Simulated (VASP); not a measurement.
Input of a VASP 6.6.1 run:

File INCAR:

```
PREC = Accurate ; ENCUT = 500
EDIFF = 1E-6 ; ISMEAR = 0
SIGMA = 0.1 ; LREAL = F
LASPH = T ; NELM = 120
ALGO = Normal ; ISIF = 2
LWAVE = F ; LCHARG = F
GGA = PE ; NBANDS = 13
GGA_COMPAT = F
```

The input KPOINTS:

```
Automatic mesh
0
Gamma
  8 8 8
```

File POSCAR:

```
Mo
1.0
   -1.5816435708      1.5816435708      1.5816435708
    1.5816435708     -1.5816435708      1.5816435708
    1.5816435708      1.5816435708     -1.5816435708
Mo
1
Direct
    0.0000000000      0.0000000000      0.0000000000
```

Potentials or basis: VASP PAW PBE potentials, release 64 (Mo_sv).

Launch:

```bash
$ cat potpaw_PBE.64/Mo_sv/POTCAR > POTCAR
$ mpirun -np 1 vasp_std > vasp.out
```

Q: Predict the band gap on the k mesh.

A: Zero (band 7 reaches 16.30 eV, above the bottom of band 8 at 11.05 eV).

Q: Predict the pressure.

A: 0.5 GPa.
